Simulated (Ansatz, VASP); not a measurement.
VCd2 in VASP and in Ansatz

File INCAR:

```
SYSTEM = VCd2
PREC = Accurate
ENCUT = 520
EDIFF = 1E-7
ISMEAR = 0
SIGMA = 0.1
LREAL = .False.
LASPH = .True.
NELM = 150
ALGO = Normal
ISIF = 2
LWAVE = .False.
LCHARG = .False.
ISPIN = 2
MAGMOM = 2 0 0
LORBIT = 11
LMAXMIX = 4
GGA = PE
NBANDS = 30
```

The input KPOINTS:

```
Automatic mesh
0
Gamma
  6 6 6
  0 0 0
```

Contents of POSCAR:

```
VCd2
1.0
    0.0000000000      3.0957906954      3.0957906954
    3.0957906954      0.0000000000      3.0957906954
    3.0957906954      3.0957906954      0.0000000000
V Cd
1 2
Direct
    0.0000000000      0.0000000000      0.0000000000
    0.2500000000      0.2500000000      0.2500000000
    0.7500000000      0.7500000000      0.7500000000
```

Input for Ansatz:

```yaml
crystal:
  lattice:
    - [0.0, 3.0957906954, 3.0957906954]
    - [3.0957906954, 0.0, 3.0957906954]
    - [3.0957906954, 3.0957906954, 0.0]
  atoms:
    - { symbol: V, position: [0.0, 0.0, 0.0], spin: 2.0 }
    - { symbol: Cd, position: [0.25, 0.25, 0.25] }
    - { symbol: Cd, position: [0.75, 0.75, 0.75] }
basis:
  ecutwfc: 420
kpoints:
  mp_grid: { grid: [6, 6, 6] }
hamiltonian:
  xc: pbe
scf:
  occupations: { method: gaussian, width: 0.1 }
  lower_state_search: "off"
output:
  forces: true
  stress: true
  eigenvalues: true
  populations: true
magnetization:
  spin_polarized: true
```

Alike in both runs: task single point; functional PBE; k mesh 6 × 6 × 6; occupations gaussian, width 0.1 eV; collinear spin.

|  | VASP | Ansatz |
| --- | --- | --- |
| version | VASP 6.6.1 | Ansatz 0.2.0 |
| potentials or method | VASP PAW PBE potentials, release 64 (V_sv, Cd), cutoff 520 eV | scalar-relativistic, plane waves, PAW |
| valence electrons in the cell | 37 | 53 |

Ansatz gave:

| Item | Value |
| --- | --- |
| gap on the k mesh at the Fermi level (eV) | none |
| pressure (GPa) | 13.8 |
| net moment per atom (μB) | 1.02 |
| size of the moment on the site where the two differ most (μB) | 2.40 |

Q: What did VASP give for the same quantities?

A: gap on the k mesh at the Fermi level (eV): none; pressure (GPa): 14.3; net moment per atom (μB): 1.02; size of the moment on the site where the two differ most (μB): 2.47.

Site moments also hang on the region over which each program counts them. A gap of «none» marks a metal or a gap that the smearing closes. The functional is the same, so the differences come from potentials, cutoffs and numerics. VASP's potentials hold 37 valence electrons a cell and Ansatz's 53, so a difference there can come from the potentials and not from the codes.
